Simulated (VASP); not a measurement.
# Hf3SiO8 (Cmmm) in VASP: relaxation of cell and atoms with PBE

Aim: the relaxation of cell and atoms of Hf3SiO8 with PBE.

Everything below comes from runs of VASP 6.6.1. Logs are shortened: lines on timing, memory, paths and dates and some standing lists are left out, and cuts for length are marked.

### Step 1. The cell of the first run

The structure is orthorhombic, space group Cmmm (No. 65). Conventional cell: a = 6.778 Å, b = 6.778 Å, c = 6.383 Å, α = 90.00°, β = 90.00°, γ = 90.00°. Hf (site symmetry mm2) has 6 O at 2.07 Å within 2.7 Å. Within 2.7 Å of Hf (site symmetry mmm) lie 6 O at 2.07 Å. Within 2.7 Å of Si (site symmetry mmm) lie 6 O at 2.07 Å. O (site symmetry m2m) has 1 Si at 2.07 Å and 2 Hf at 2.07 Å and 1 O at 2.64 Å within 2.7 Å. O (site symmetry m2m) has 3 Hf at 2.07 Å and 1 O at 2.64 Å within 2.7 Å. O (site symmetry m) has 2 Hf at 2.07 Å and 1 Si at 2.07 Å and 1 O at 2.64 Å within 2.7 Å.

### Step 2. Relaxation of cell and atoms, PBE

Input file INCAR:

```
ALGO = Normal
EDIFF = 1E-7
EDIFFG = -0.04
ENCUT = 600
GGA = PE
IBRION = 2
ISIF = 3
ISMEAR = 0
LASPH = True
LCHARG = False
LREAL = False
LWAVE = False
NELM = 60
NSW = 90
PREC = Accurate
SIGMA = 0.1
```

Input file KPOINTS:

```
k-points
0
Gamma
  4 4 4
```

Input file POSCAR:

```
Hf3SiO8
1.0
    3.3889373900     -3.3889373900      0.0000000000
    3.3889373900      3.3889373900      0.0000000000
    0.0000000000      0.0000000000      6.3830600600
Hf Si O
3 1 8
Direct
    0.0000000000      0.0000000000      0.7500000000
    0.0000000000      0.0000000000      0.2500000000
    0.5000000000      0.5000000000      0.5000000000
    0.5000000000      0.5000000000      0.0000000000
    0.1949551200      0.1949551200      0.0000000000
    0.1949551200      0.1949551200      0.5000000000
    0.6949551200      0.3050448800      0.7500000000
    0.6949551200      0.3050448800      0.2500000000
    0.3050448800      0.6949551200      0.7500000000
    0.3050448800      0.6949551200      0.2500000000
    0.8050448800      0.8050448800      0.0000000000
    0.8050448800      0.8050448800      0.5000000000
```

Potentials or basis: VASP PAW PBE potentials, release 64 (Hf_pv, Si, O).

Command:

```sh
cat potpaw_PBE.64/Hf_pv/POTCAR potpaw_PBE.64/Si/POTCAR potpaw_PBE.64/O/POTCAR > POTCAR
mpirun -np 1 vasp_std > vasp.out
```

OUTCAR:

```text
EDIFF = 1E-7
   EDIFFG = -0.04
   ENCUT = 600
   GGA = PE
   IBRION = 2
   ISIF = 3
   ISMEAR = 0
   LASPH = True
   LREAL = False
   NELM = 60
   NSW = 90
   PREC = Accurate

 ion  position               nearest neighbor table
   1  0.000  0.000  0.750-   7 2.07   9 2.07   5 2.07   6 2.07  11 2.07  12 2.07   2 3.19   2 3.19
                             3 3.75   3 3.75   3 3.75   3 3.75
   2  0.000  0.000  0.250-   8 2.07  10 2.07   5 2.07   6 2.07  11 2.07  12 2.07   1 3.19   1 3.19
                             3 3.75   3 3.75   3 3.75   3 3.75
   3  0.500  0.500  0.500-   6 2.07  12 2.07   8 2.07   9 2.07  10 2.07   7 2.07   4 3.19   4 3.19
                             1 3.75   2 3.75   1 3.75   2 3.75   1 3.75   2 3.75   1 3.75   2 3.75
   4  0.500  0.500  0.000-   5 2.07  11 2.07   8 2.07   9 2.07  10 2.07   7 2.07   3 3.19   3 3.19

   5  0.195  0.195  0.000-   4 2.07   2 2.07   1 2.07
   6  0.195  0.195  0.500-   3 2.07   2 2.07   1 2.07
   7  0.695  0.305  0.750-   1 2.07   3 2.07   4 2.07
   8  0.695  0.305  0.250-   2 2.07   3 2.07   4 2.07
   9  0.305  0.695  0.750-   1 2.07   3 2.07   4 2.07
  10  0.305  0.695  0.250-   2 2.07   3 2.07   4 2.07
  11  0.805  0.805  0.000-   4 2.07   2 2.07   1 2.07
  12  0.805  0.805  0.500-   3 2.07   2 2.07   1 2.07

  LATTYP: Found a simple tetragonal cell.
 ALAT       =     4.7926812190
 C/A-ratio  =     1.3318348892

  Lattice vectors:

 A1 = (   3.3889373900,  -3.3889373900,   0.0000000000)
 A2 = (   3.3889373900,   3.3889373900,   0.0000000000)
 A3 = (   0.0000000000,   0.0000000000,   6.3830600600)

Analysis of symmetry for initial positions (statically):
=====================================================================
 Subroutine PRICEL returns:
 Original cell was already a primitive cell.

 Routine SETGRP: Setting up the symmetry group for a
 simple tetragonal supercell.

 Subroutine GETGRP returns: Found  8 space group operations
 (whereof  8 operations were pure point group operations)
 out of a pool of 16 trial point group operations.

The static configuration has the point symmetry D_2h.

Analysis of symmetry for dynamics (positions and initial velocities):
=====================================================================
 Subroutine PRICEL returns:
 Original cell was already a primitive cell.

 Routine SETGRP: Setting up the symmetry group for a
 simple tetragonal supercell.

 Subroutine GETGRP returns: Found  8 space group operations
 (whereof  8 operations were pure point group operations)
 out of a pool of 16 trial point group operations.

The dynamic configuration has the point symmetry D_2h.

 Subroutine INISYM returns: Found  8 space group operations
 (whereof  8 operations are pure point group operations),
 and found     1 'primitive' translations
[... 118 lines left out ...]
   ISYM   =      2    0-nonsym 1-usesym 2-fastsym
   POTIM  = 0.5000    time-step for ionic-motion
   TEBEG  =    0.0;   TEEND  =   0.0 temperature during run
   PSTRESS=    0.0 pullay stress
   NELECT =      82.0000    total number of electrons
   NUPDOWN=      -1.0000    fix difference up-down
   EMIN   =  10.00;   EMAX   =-10.00  energy-range for DOS
   EFERMI =   0.00;   METHOD = LEGACY
   ISMEAR =     0;   SIGMA  =   0.10  broadening in eV -4-tet -1-fermi 0-gaus
   EFERMI_NEDOS =   21; number of points for ismear=-14 and -15
   IALGO  =     38    algorithm
   IMIX   =      4    mixing-type and parameters
     AMIX     =   0.40;   BMIX     =  1.00
     AMIX_MAG =   1.60;   BMIX_MAG =  1.00
  volume/ion in A,a.u.               =      12.22        82.45
  Fermi-wavevector in a.u.,A,eV,Ry     =   1.348810  2.548881 24.752921  1.819288
  Thomas-Fermi vector in A             =   2.476448
   LORBIT       =      0    0 simple, 1 ext, 2 COOP (PROOUT), +10 PAW based schemes
   GGA     = PE    functional components
   LHFCALC =     F    Hartree Fock is set to
   AEXX    =    0.0000 exact exchange contribution
   IVDW    =     0    specifies the selected vdW correction
   LEPSILON=     F    determine dielectric tensor
   LRPA    =     F    only Hartree local field effects (RPA)
 conjugate gradient relaxation of ions
 non-spin polarized calculation
 Gauss-broadening in eV      SIGMA  =   0.10
  energy-cutoff  :      600.00
  volume of cell :      146.62
 maximum number of plane-waves:      4930
 NGX is ok and might be reduce to    40
   NGX = 19   NGY = 19   NGZ = 25

--------------------------------------- Ionic step        1  -------------------------------------------

 number of electron      81.9999995 magnetization

 Free energy of the ion-electron system (eV)
  ---------------------------------------------------
  ext. energy  EPLUGINS =         0.00000000
  ---------------------------------------------------
  free energy    TOTEN  =      -111.36874483 eV

  energy without entropy =     -111.36874483  energy(sigma->0) =     -111.36874483

------------------------ aborting loop because EDIFF is reached ----------------------------------------

  FORCE on cell =-STRESS in cart. coord.  units (eV):
  Direction    XX          YY          ZZ          XY          YZ          ZX
  --------------------------------------------------------------------------------------
  -------------------------------------------------------------------------------------
  Total       -7.4504242     -0.7880042     -7.9148330     -0.0000000      0.0000000      0.0000000
  in kB      -81.4152133     -8.6109899    -86.4900849     -0.0000000      0.0000000      0.0000000
  external PRESSURE =     -58.8387627 kB  Pullay stress =       0.0000000 kB
[... 119 lines left out ...]
  FREE ENERGIE OF THE ION-ELECTRON SYSTEM (eV)
  ---------------------------------------------------
  free  energy   TOTEN  =      -113.0112102551 eV

  energy  without entropy=     -113.0112102551  energy(sigma->0) =     -113.01121026

[... ionic steps 4 to 9 ...]

--------------------------------------- Ionic step       10  -------------------------------------------

 number of electron      81.9999988 magnetization

------------------------ aborting loop because EDIFF is reached ----------------------------------------
[... 87 lines left out ...]
--------------------------------------- Ionic step       12  -------------------------------------------

 number of electron      81.9999987 magnetization

 Free energy of the ion-electron system (eV)
  ---------------------------------------------------
  ext. energy  EPLUGINS =         0.00000000
  ---------------------------------------------------
  free energy    TOTEN  =      -113.36246097 eV

  energy without entropy =     -113.36246097  energy(sigma->0) =     -113.36246097

 E-fermi :   4.0138     XC(G=0): -11.1445

 val. band max:        3.5045437812   @ k =   0.0000   0.0000   0.0000
 cond. band min:       6.2509201568   @ k =   0.0000   0.0000   0.0000
 fundamental gap:      2.7463763756
 Fermi energy:         4.0138398721

 k-point     1 :       0.0000    0.0000    0.0000
  band No.  band energies     occupation
      1     -26.7484      2.00000
      2     -26.5688      2.00000
      3     -26.5272      2.00000
      4     -26.3924      2.00000
      5     -26.2026      2.00000
      6     -26.1168      2.00000
[... 1120 lines left out ...]
  FREE ENERGIE OF THE ION-ELECTRON SYSTEM (eV)
  ---------------------------------------------------
  free  energy   TOTEN  =      -113.3624609709 eV

  energy  without entropy=     -113.3624609709  energy(sigma->0) =     -113.36246097

 reached required accuracy - stopping structural energy minimisation
```

CONTCAR:

```text
Hf3SiO8
   1.00000000000000
     3.3247744276744684   -3.3189543605720617    0.0000000000000000
     3.3247744276744684    3.3189543605720617    0.0000000000000000
     0.0000000000000000    0.0000000000000000    6.2158953627147850
  Hf              Si              O
     3     1     8
Direct
     1.0000000000000000    0.0000000000000000    0.7601301799806807
     1.0000000000000000    0.0000000000000000    0.2398698200193193
     0.5000000000000000    0.5000000000000000    0.5000000000000000
     0.5000000000000000    0.5000000000000000    0.0000000000000000
     0.2183748657454485    0.2183748657454485    0.0000000000000000
     0.1928545923695771    0.1928545923695771    0.5000000000000000
     0.6841725070927120    0.3158274929072879    0.7790981060193252
     0.6841725070927120    0.3158274929072880    0.2209018939806749
     0.3158274929072879    0.6841725070927120    0.7790981060193252
     0.3158274929072879    0.6841725070927120    0.2209018939806749
     0.7816251342545515    0.7816251342545515    0.0000000000000000
     0.8071454076304231    0.8071454076304231    0.5000000000000000

  0.00000000E+00  0.00000000E+00  0.00000000E+00
  0.00000000E+00  0.00000000E+00  0.00000000E+00
  0.00000000E+00  0.00000000E+00  0.00000000E+00
  0.00000000E+00  0.00000000E+00  0.00000000E+00
  0.00000000E+00  0.00000000E+00  0.00000000E+00
  0.00000000E+00  0.00000000E+00  0.00000000E+00
  0.00000000E+00  0.00000000E+00  0.00000000E+00
  0.00000000E+00  0.00000000E+00  0.00000000E+00
  0.00000000E+00  0.00000000E+00  0.00000000E+00
  0.00000000E+00  0.00000000E+00  0.00000000E+00
  0.00000000E+00  0.00000000E+00  0.00000000E+00
  0.00000000E+00  0.00000000E+00  0.00000000E+00
```

Run time: 15 min. Hardware: 1 thread of Intel Xeon 6975P-C (Granite Rapids), shared host; peak memory 0.39 GiB.

Results:

- Free energy: -113.3625 eV
- Relaxed volume: 11.43 Å³/atom
- Relaxed cell: a = 4.698 Å, b = 4.698 Å, c = 6.216 Å, α = 90.00°, β = 90.00°, γ = 89.90°
- Space group after relaxing (to 0.05 Å): Cmmm (No. 65)
- Energy gained by relaxing: 166.1 meV/atom
- Ionic steps: 12
- Pressure after relaxing: 0.0 GPa
- Largest force after relaxing: 0.017 eV/Å
- Band gap on the k mesh: 2.75 eV, direct

Forces on the atoms (eV/Å):
```
Hf   0.000  0.000 -0.017
Hf   0.000  0.000  0.017
Hf   0.000  0.000  0.000
Si   0.000  0.000  0.000
O    0.007  0.000  0.000
O    0.014  0.000  0.000
O    0.000 -0.003  0.000
O    0.000 -0.003  0.000
O    0.000  0.003  0.000
O    0.000  0.003  0.000
O   -0.007  0.000  0.000
O   -0.014  0.000  0.000
```

The path:
| step | energy change (eV) | largest force (eV/Å) | pressure (GPa) | volume (Å³) |
| --- | --- | --- | --- | --- |
| 1 | 0.0000 | 2.8604 | -5.88 | 146.62 |
| 2 | -1.6283 | 1.8002 | 2.66 | 137.26 |
| 3 | -1.6425 | 1.9970 | 4.13 | 136.32 |
| 4 | -1.7107 | 1.9303 | -2.90 | 138.37 |
| 5 | -1.9310 | 0.7336 | -0.28 | 137.41 |
| 6 | -1.9710 | 0.5354 | -0.03 | 137.09 |
| 7 | -1.9853 | 0.2704 | -0.20 | 137.20 |
| 8 | -1.9920 | 0.0991 | 0.29 | 136.93 |
| 9 | -1.9920 | 0.0986 | 0.32 | 136.92 |
| 10 | -1.9933 | 0.1207 | -0.14 | 137.23 |
| 11 | -1.9934 | 0.0677 | -0.03 | 137.15 |
| 12 | -1.9937 | 0.0171 | 0.00 | 137.18 |

Final structure:
```yaml
crystal:
  lattice:
    - [3.32477, -3.31895, 0.00000]
    - [3.32477, 3.31895, 0.00000]
    - [0.00000, 0.00000, 6.21590]
  atoms:
    - { symbol: Hf, position: [0.00000, 0.00000, 0.76013] }
    - { symbol: Hf, position: [0.00000, 0.00000, 0.23987] }
    - { symbol: Hf, position: [0.50000, 0.50000, 0.50000] }
    - { symbol: Si, position: [0.50000, 0.50000, 0.00000] }
    - { symbol: O, position: [0.21837, 0.21837, 0.00000] }
    - { symbol: O, position: [0.19285, 0.19285, 0.50000] }
    - { symbol: O, position: [0.68417, 0.31583, 0.77910] }
    - { symbol: O, position: [0.68417, 0.31583, 0.22090] }
    - { symbol: O, position: [0.31583, 0.68417, 0.77910] }
    - { symbol: O, position: [0.31583, 0.68417, 0.22090] }
    - { symbol: O, position: [0.78163, 0.78163, 0.00000] }
    - { symbol: O, position: [0.80715, 0.80715, 0.50000] }
```

Caveat: spin-orbit coupling is left out, which moves the levels of the heavy elements.
